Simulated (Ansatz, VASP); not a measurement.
**SnO2 in VASP and in Ansatz**

```
Sn O
1.0
     0.00000    2.53347    2.53347
     2.53347    0.00000    2.53347
     2.53347    2.53347    0.00000
Sn O
1 2
Direct
  0.00000 0.00000 0.00000
  0.25000 0.25000 0.25000
  0.75000 0.75000 0.75000
```

Alike in both runs: task single point; functional PBE; k mesh 5 × 5 × 5; no spin polarisation.

|  | VASP | Ansatz |
| --- | --- | --- |
| version | VASP 6.6.1 | Ansatz 0.2.0 |
| potentials or method | VASP PAW PBE potentials, release 64 (Sn_d, O) | plane waves |
| plane-wave cutoff (eV) | 600 | 420 |
| occupations | gaussian, width 0.01 eV | fixed |
| valence electrons in the cell | 26 | 26 |

```csv
,VASP,Ansatz,Ansatz less VASP
gap on the k mesh at the Fermi level (eV),0.42,0.43,+0.004
pressure (GPa),9.7,9.2,-0.51
```

The k mesh is coarse, so the values compare programs but aren't converged.
